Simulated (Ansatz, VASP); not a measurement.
One calculation of Cr, two programs

The input INCAR:

```
SYSTEM = Cr
PREC = Accurate
ENCUT = 520
EDIFF = 1E-7
ISMEAR = 0
SIGMA = 0.15
LREAL = .False.
LASPH = .True.
NELM = 80
ALGO = Fast
ISIF = 2
LWAVE = .False.
LCHARG = .True.
GGA = PS
LELF = .True.
LVHAR = .True.
NBANDS = 12
```

File KPOINTS:

```
regular mesh
0
Gamma
  26 26 26
  0 0 0
```

The input POSCAR:

```
Cr
1.0
   -1.6646096801      1.6646096801      1.0819962920
    1.6646096801     -1.6646096801      1.0819962920
    1.6646096801      1.6646096801     -1.0819962920
Cr
1
Direct
    0.0000000000      0.0000000000      0.0000000000
```

Input for Ansatz:

```yaml
crystal:
  lattice:
    - [-1.6646096801, 1.6646096801, 1.081996292]
    - [1.6646096801, -1.6646096801, 1.081996292]
    - [1.6646096801, 1.6646096801, -1.081996292]
  atoms:
    - { symbol: Cr, position: [0.0, 0.0, 0.0] }
basis:
  ecutwfc: 420
kpoints:
  mp_grid: { grid: [26, 26, 26] }
hamiltonian:
  xc: pbesol
scf:
  occupations: { method: gaussian, width: 0.15 }
output:
  forces: true
  stress: true
  eigenvalues: true
```

Alike in both runs: task single point; functional PBEsol; k mesh 26 × 26 × 26; occupations gaussian, width 0.15 eV; no spin polarisation.

```csv
,VASP,Ansatz
version,VASP 6.6.1,Ansatz 0.2.0
potentials or method,"VASP PAW PBE potentials, release 64 (Cr_pv), cutoff 520 eV","scalar-relativistic, plane waves, PAW"
valence electrons in the cell,12,14
```

```tsv
	VASP	Ansatz	Ansatz less VASP
gap on the k mesh at the Fermi level (eV)	none	none	-
pressure (GPa)	0.9	1.0	+0.15
traceless stress, the component that is largest in VASP (GPa)	35.48	35.52	+0.048
```

VASP's potentials were made for PBE, not for PBEsol. A gap of «none» marks a metal or a gap that the smearing closes. VASP's potentials hold 12 valence electrons a cell and Ansatz's 14, so a difference there can come from the potentials and not from the codes.
